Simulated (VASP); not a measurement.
# MgBe2I6 (P1) in VASP: relaxation of cell and atoms with PBE

Aim: the relaxation of cell and atoms of MgBe2I6 with PBE.

Everything below comes from runs of VASP 6.6.1. Logs are shortened: lines on timing, memory, paths and dates and some standing lists are left out, and cuts for length are marked.

## Step 1: The cell of the first run

The typed cell holds 9 atoms: a = 7.092 Å, b = 7.268 Å, c = 9.055 Å, α = 66.13°, β = 68.38°, γ = 60.21°.

## Step 2: Relaxation of cell and atoms, PBE

The input, INCAR:

```
SYSTEM = MgBe2I6
  PREC = Accurate
  ENCUT = 600
  EDIFF = 1E-6
  ISMEAR = 0
  SIGMA = 0.1
  LREAL = .FALSE.
  LASPH = .TRUE.
  NELM = 100
  ALGO = Normal
  ISIF = 3
  LWAVE = .FALSE.
  LCHARG = .FALSE.
  GGA = PE
  IBRION = 2
  NSW = 80
  EDIFFG = -0.025
```

The input, KPOINTS:

```
Automatic mesh
0
G
  3 3 3
  0 0 0
```

The input, POSCAR:

```
MgBe2I6
1.0
   -3.5780871779      6.1229263153     -0.1017375897
   -7.2675481416     -0.0643016853      0.0289600142
   -3.6481590374      1.8668686486      8.0742622973
Mg Be I
1 2 6
Direct
   -0.0519603671      0.0619948111      0.0020599255
    0.7361992468      0.7332607581      0.7950852323
    0.2367229598      0.2966457210      0.1904250065
    0.2617456481      0.9319948889      0.2159722063
    0.5890621770      0.2402947824      0.2214726944
    0.9721564907      0.5848551636      0.2250776137
    0.7739956417      0.0108867152      0.7885559202
    0.4019682588      0.7505341678      0.7961558440
    0.0801099442      0.3895329918      0.7651955571
```

Potentials or basis: VASP PAW PBE potentials, release 64 (Mg, Be, I).

Started as:

```sh
cat potpaw_PBE.64/Mg/POTCAR potpaw_PBE.64/Be/POTCAR potpaw_PBE.64/I/POTCAR > POTCAR
mpirun -np 1 vasp_std > vasp.out
```

OUTCAR:

```text
SYSTEM = MgBe2I6
   PREC = Accurate
   ENCUT = 600
   EDIFF = 1E-6
   ISMEAR = 0
   LREAL = .FALSE.
   LASPH = .TRUE.
   NELM = 100
   ISIF = 3
   GGA = PE
   IBRION = 2
   NSW = 80
   EDIFFG = -0.025

 ion  position               nearest neighbor table
   1  0.948  0.062  0.002-   5 2.68   9 2.78   7 2.86   4 3.03   6 3.18   8 3.27
   2  0.736  0.733  0.795-   7 2.14   8 2.31   9 2.50
   3  0.237  0.297  0.190-   6 2.05   5 2.43   4 2.49
   4  0.262  0.932  0.216-   3 2.49   1 3.03
   5  0.589  0.240  0.221-   3 2.43   1 2.68
   6  0.972  0.585  0.225-   3 2.05   1 3.18
   7  0.774  0.011  0.789-   2 2.14   1 2.86
   8  0.402  0.751  0.796-   2 2.31   1 3.27
   9  0.080  0.390  0.765-   2 2.50   1 2.78

  LATTYP: Found a triclinic cell.
 ALAT       =     7.2049284797
 B/A-ratio  =     1.5700919518
 C/A-ratio  =     1.0087387152
 COS(alpha) =     0.0071519023
 COS(beta)  =     0.5197204577
 COS(gamma) =     0.6005360230

  Lattice vectors:

 A1 = (   3.6894609637,   6.1872280006,  -0.1306976039)
 A2 = (   0.0413019263,   8.0540966492,   7.9435646934)
 A3 = (   7.2675481416,   0.0643016853,  -0.0289600142)

Analysis of symmetry for initial positions (statically):
=====================================================================
 Subroutine PRICEL returns:
 Original cell was already a primitive cell.

 Routine SETGRP: Setting up the symmetry group for a
 triclinic supercell.

 Subroutine GETGRP returns: Found  1 space group operations
 (whereof  1 operations were pure point group operations)
 out of a pool of  2 trial point group operations.

The static configuration has the point symmetry C_1 .

Analysis of symmetry for dynamics (positions and initial velocities):
=====================================================================
 Subroutine PRICEL returns:
 Original cell was already a primitive cell.

 Routine SETGRP: Setting up the symmetry group for a
 triclinic supercell.

 Subroutine GETGRP returns: Found  1 space group operations
 (whereof  1 operations were pure point group operations)
 out of a pool of  2 trial point group operations.

The dynamic configuration has the point symmetry C_1 .

 Subroutine INISYM returns: Found  1 space group operations
 (whereof  1 operations are pure point group operations),
 and found     1 'primitive' translations

----------------------------------------------------------------------------------------

                                     Primitive cell

  volume of cell :     362.1023

  direct lattice vectors                    reciprocal lattice vectors
    -3.578087178  6.122926315 -0.101737590    -0.001583125  0.161762120 -0.038116686
    -7.267548142 -0.064301685  0.028960014    -0.137055304 -0.080810223 -0.043240789
    -3.648159037  1.866868649  8.074262297     0.000471629  0.002328083  0.123525137

  length of vectors
     7.092480881  7.267890298  9.054721120     0.166199794  0.164876361  0.123547974

  position of ions in fractional coordinates (direct lattice)
     0.948039633  0.061994811  0.002059925
     0.736199247  0.733260758  0.795085232
     0.236722960  0.296645721  0.190425006
     0.261745648  0.931994889  0.215972206
     0.589062177  0.240294782  0.221472694
     0.972156491  0.584855164  0.225077614
     0.773995642  0.010886715  0.788555920
     0.401968259  0.750534168  0.796155844
     0.080109944  0.389532992  0.765195557

  ion indices of the primitive-cell ions
   primitive index   ion index
                 1           1
                 2           2
                 3           3
                 4           4
                 5           5
                 6           6
                 7           7
                 8           8
                 9           9

----------------------------------------------------------------------------------------

 KPOINTS: Automatic mesh

Automatic generation of k-mesh.
 Grid dimensions read from file:
 generate k-points for:    3    3    3

 Generating k-lattice:

  Cartesian coordinates                     Fractional coordinates (reciprocal lattice)
    -0.000527708  0.053920707 -0.012705562     0.333333333 -0.000000000  0.000000000
    -0.045685101 -0.026936741 -0.014413596    -0.000000000  0.333333333 -0.000000000
     0.000157210  0.000776028  0.041175046     0.000000000  0.000000000  0.333333333

  Length of vectors
     0.055399931  0.054958787  0.041182658

  Shift w.r.t. Gamma in fractional coordinates (k-lattice)
     0.000000000  0.000000000  0.000000000

 Subroutine IBZKPT returns following result:
 ===========================================

 Found     14 irreducible k-points:

 Following reciprocal coordinates:
            Coordinates               Weight
  0.000000  0.000000  0.000000      1.000000
  0.333333 -0.000000  0.000000      2.000000
 -0.000000  0.333333 -0.000000      2.000000
  0.333333  0.333333  0.000000      2.000000
 -0.333333  0.333333 -0.000000      2.000000
  0.000000  0.000000  0.333333      2.000000
  0.333333 -0.000000  0.333333      2.000000
 -0.333333  0.000000  0.333333      2.000000
 -0.000000  0.333333  0.333333      2.000000
  0.333333  0.333333  0.333333      2.000000
 -0.333333  0.333333  0.333333      2.000000
  0.000000 -0.333333  0.333333      2.000000
  0.333333 -0.333333  0.333333      2.000000
 -0.333333 -0.333333  0.333333      2.000000
   k-points           NKPTS =     14   k-points in BZ     NKDIM =     14   number of bands    NBANDS=     29
   number of dos      NEDOS =    301   number of ions     NIONS =      9
   total plane-waves  NPLWV = 259200
   dimension x,y,z NGX =    60 NGY =   60 NGZ =   72
   dimension x,y,z NGXF=   120 NGYF=  120 NGZF=  144
   ions per type =               1   2   6
   NGX,Y,Z   is equivalent  to a cutoff of  14.06, 13.72, 13.22 a.u.
   NGXF,Y,Z  is equivalent  to a cutoff of  28.13, 27.45, 26.44 a.u.
 SYSTEM =  MgBe2I6
   PREC   = accura    normal or accurate (medium, high low for compatibility)
   ISTART =      0    job   : 0-new  1-cont  2-samecut
   ICHARG =      2    charge: 1-file 2-atom 10-const
   ISPIN  =      1    spin polarized calculation?
   LNONCOLLINEAR =      F non collinear calculations
   LSORBIT =      F    spin-orbit coupling
   LASPH  =      T    aspherical Exc in radial PAW
   ENCUT  =  600.0 eV  44.10 Ry    6.64 a.u.  14.17 14.52 18.08*2*pi/ulx,y,z
   NELM   =    100;   NELMIN=  2; NELMDL= -5     # of ELM steps
   EDIFF  = 0.1E-05   stopping-criterion for ELM
   LREAL  =      F    real-space projection
   EDIFFG = -.3E-01   stopping-criterion for IOM
   NSW    =     80    number of steps for IOM
   IBRION =      2    ionic relax: 0-MD 1-quasi-New 2-CG
   NFREE  =      1    steps in history (QN), initial steepest desc. (CG)
   ISIF   =      3    stress and relaxation
   ISYM   =      2    0-nonsym 1-usesym 2-fastsym
   POTIM  = 0.5000    time-step for ionic-motion
   TEBEG  =    0.0;   TEEND  =   0.0 temperature during run
   PSTRESS=    0.0 pullay stress
   NELECT =      48.0000    total number of electrons
   NUPDOWN=      -1.0000    fix difference up-down
   EMIN   =  10.00;   EMAX   =-10.00  energy-range for DOS
   EFERMI =   0.00;   METHOD = LEGACY
   ISMEAR =     0;   SIGMA  =   0.10  broadening in eV -4-tet -1-fermi 0-gaus
   EFERMI_NEDOS =   21; number of points for ismear=-14 and -15
   IALGO  =     38    algorithm
   IMIX   =      4    mixing-type and parameters
     AMIX     =   0.40;   BMIX     =  1.00
     AMIX_MAG =   1.60;   BMIX_MAG =  1.00
  volume/ion in A,a.u.               =      40.23       271.51
  Fermi-wavevector in a.u.,A,eV,Ry     =   0.834728  1.577407  9.480135  0.696770
  Thomas-Fermi vector in A             =   1.948168
   LORBIT       =      0    0 simple, 1 ext, 2 COOP (PROOUT), +10 PAW based schemes
   GGA     = PE    functional components
   LHFCALC =     F    Hartree Fock is set to
   AEXX    =    0.0000 exact exchange contribution
   IVDW    =     0    specifies the selected vdW correction
   LEPSILON=     F    determine dielectric tensor
   LRPA    =     F    only Hartree local field effects (RPA)
 conjugate gradient relaxation of ions
 non-spin polarized calculation
 Gauss-broadening in eV      SIGMA  =   0.10
  energy-cutoff  :      600.00
  volume of cell :      362.10
 maximum number of plane-waves:     12109
 NGX is ok and might be reduce to    60
   NGX = 29   NGY = 29   NGZ = 37

--------------------------------------- Ionic step        1  -------------------------------------------

 number of electron      47.9999999 magnetization

 Free energy of the ion-electron system (eV)
  ---------------------------------------------------
  ext. energy  EPLUGINS =         0.00000000
  ---------------------------------------------------
  free energy    TOTEN  =       -23.13812592 eV

  energy without entropy =      -23.13812592  energy(sigma->0) =      -23.13812592

------------------------ aborting loop because EDIFF is reached ----------------------------------------

  FORCE on cell =-STRESS in cart. coord.  units (eV):
  Direction    XX          YY          ZZ          XY          YZ          ZX
  --------------------------------------------------------------------------------------
  -------------------------------------------------------------------------------------
  Total        4.6401184      3.3709203      1.7289871      1.7311552     -0.9461256     -0.2887732
  in kB       20.5309165     14.9151544      7.6501690      7.6597622     -4.1862780     -1.2777214
  external PRESSURE =      14.3654133 kB  Pullay stress =       0.0000000 kB
[... 110 lines left out ...]
  FREE ENERGIE OF THE ION-ELECTRON SYSTEM (eV)
  ---------------------------------------------------
  free  energy   TOTEN  =       -23.7200610826 eV

  energy  without entropy=      -23.7200610826  energy(sigma->0) =      -23.72006108

[... ionic steps 4 to 21 ...]

--------------------------------------- Ionic step       22  -------------------------------------------

 number of electron      48.0000000 magnetization

------------------------ aborting loop because EDIFF is reached ----------------------------------------

  FORCE on cell =-STRESS in cart. coord.  units (eV):
  Direction    XX          YY          ZZ          XY          YZ          ZX
  --------------------------------------------------------------------------------------
  -------------------------------------------------------------------------------------
  Total        0.0161859      0.0851530      0.0383665     -0.0312633     -0.0169619      0.0269767
  in kB        0.0702060      0.3693502      0.1664142     -0.1356043     -0.0735719      0.1170113
  external PRESSURE =       0.2019901 kB  Pullay stress =       0.0000000 kB
[... 71 lines left out ...]
  energy  without entropy=      -24.0626613320  energy(sigma->0) =      -24.06266133

--------------------------------------- Ionic step       24  -------------------------------------------

 number of electron      48.0000000 magnetization

 Free energy of the ion-electron system (eV)
  ---------------------------------------------------
  ext. energy  EPLUGINS =         0.00000000
  ---------------------------------------------------
  free energy    TOTEN  =       -24.06307174 eV

  energy without entropy =      -24.06307174  energy(sigma->0) =      -24.06307174

 E-fermi :   0.9339     XC(G=0):  -7.1150

 val. band max:        0.4455989949   @ k =   0.0000   0.0000   0.0000
 cond. band min:       3.7435932591   @ k =   0.0000   0.0000   0.3333
 fundamental gap:      3.2979942642
 Fermi energy:         0.9339197716

 k-point     1 :       0.0000    0.0000    0.0000
  band No.  band energies     occupation
      1     -11.3711      2.00000
      2     -11.0883      2.00000
      3     -10.6876      2.00000
      4     -10.6791      2.00000
      5     -10.6638      2.00000
      6     -10.6625      2.00000
[... 473 lines left out ...]
  FREE ENERGIE OF THE ION-ELECTRON SYSTEM (eV)
  ---------------------------------------------------
  free  energy   TOTEN  =       -24.0630717400 eV

  energy  without entropy=      -24.0630717400  energy(sigma->0) =      -24.06307174

 reached required accuracy - stopping structural energy minimisation
```

Wall time 29 min (1 thread of AMD EPYC 9R45 (Zen 5), shared host); peak memory 0.69 GiB.

Results:

```yaml
Free_energy: -24.0631 eV
Relaxed_volume: 41.03 Å³/atom
Relaxed_cell: a = 7.227 Å, b = 7.228 Å, c = 9.120 Å, α = 67.78°, β = 66.85°, γ = 59.98°
Space_group_after_relaxing_to_0.1_Å: P-1 (No. 2)
Energy_gained_by_relaxing: 102.8 meV/atom
Ionic_steps: 24
Pressure_after_relaxing: 0.0 GPa
Largest_force_after_relaxing: 0.025 eV/Å
Band_gap_on_the_k_mesh: 3.30 eV (least direct gap 3.34 eV)
```

Forces in eV/Å, atoms in the order of the input:
```
Mg  -0.002  0.015 -0.002
Be   0.016  0.011 -0.008
Be   0.018  0.012  0.006
I   -0.018 -0.009 -0.003
I   -0.008 -0.018 -0.003
I    0.016  0.002  0.004
I   -0.004 -0.019  0.000
I   -0.013  0.020 -0.009
I   -0.004 -0.014  0.015
```

Step by step:
| step | energy change (eV) | largest force (eV/Å) | pressure (GPa) | volume (Å³) |
| --- | --- | --- | --- | --- |
| 1 | 0.0000 | 3.5505 | 1.44 | 362.10 |
| 2 | -0.5577 | 0.8170 | -0.84 | 381.27 |
| 3 | -0.5819 | 0.8257 | -0.53 | 377.08 |
| 4 | -0.7188 | 0.5788 | -0.01 | 371.93 |
| 5 | -0.7426 | 0.5438 | 0.38 | 368.83 |
| 6 | -0.7883 | 0.4489 | 0.11 | 372.72 |
| 7 | -0.8137 | 0.5876 | -0.25 | 378.79 |
| 8 | -0.8506 | 0.2996 | -0.26 | 378.80 |
| 9 | -0.8731 | 0.2818 | -0.25 | 378.79 |
| 10 | -0.8917 | 0.1761 | -0.04 | 374.87 |
| 11 | -0.9026 | 0.1969 | 0.32 | 368.45 |
| 12 | -0.9141 | 0.1369 | 0.13 | 369.03 |
| 13 | -0.9151 | 0.1298 | 0.05 | 369.27 |
| 14 | -0.9178 | 0.0991 | 0.01 | 369.98 |
| 15 | -0.9192 | 0.0823 | -0.04 | 370.96 |
| 16 | -0.9210 | 0.0490 | 0.00 | 370.78 |
| 17 | -0.9213 | 0.0499 | 0.03 | 370.66 |
| 18 | -0.9220 | 0.0416 | -0.02 | 371.09 |
| 19 | -0.9221 | 0.0441 | -0.06 | 371.37 |
| 20 | -0.9226 | 0.0409 | -0.04 | 370.93 |
| 21 | -0.9234 | 0.0633 | 0.01 | 369.66 |
| 22 | -0.9240 | 0.0449 | 0.02 | 369.38 |
| 23 | -0.9245 | 0.0315 | 0.03 | 368.87 |
| 24 | -0.9249 | 0.0249 | 0.01 | 369.27 |

Final structure:
```
CELL_PARAMETERS angstrom
-3.61554 6.25716 -0.01187
-7.22778 0.00058 -0.07239
-3.53069 2.11592 8.13834
ATOMIC_POSITIONS crystal
Mg 0.99869 0.00139 0.00000
Be 0.73334 0.72681 0.80289
Be 0.26585 0.27416 0.19719
I 0.24279 0.95596 0.21762
I 0.58723 0.24813 0.22024
I 0.94731 0.59559 0.21929
I 0.75976 0.04364 0.78047
I 0.41226 0.74892 0.78289
I 0.05276 0.40541 0.77941
```

Levels at points of the mesh, in eV from the valence-band top:
| k point | band 22 | band 23 | band 24 | band 25 | band 26 | band 27 |
| --- | --- | --- | --- | --- | --- | --- |
| (0.00, 0.00, 0.00) | -0.24 | -0.02 | 0.00 | 3.37 | 3.81 | 4.34 |

Caveat: spin-orbit coupling is left out, which moves the levels of the heavy elements; an odd mesh through Γ misses points on the zone boundary, where band edges can lie.
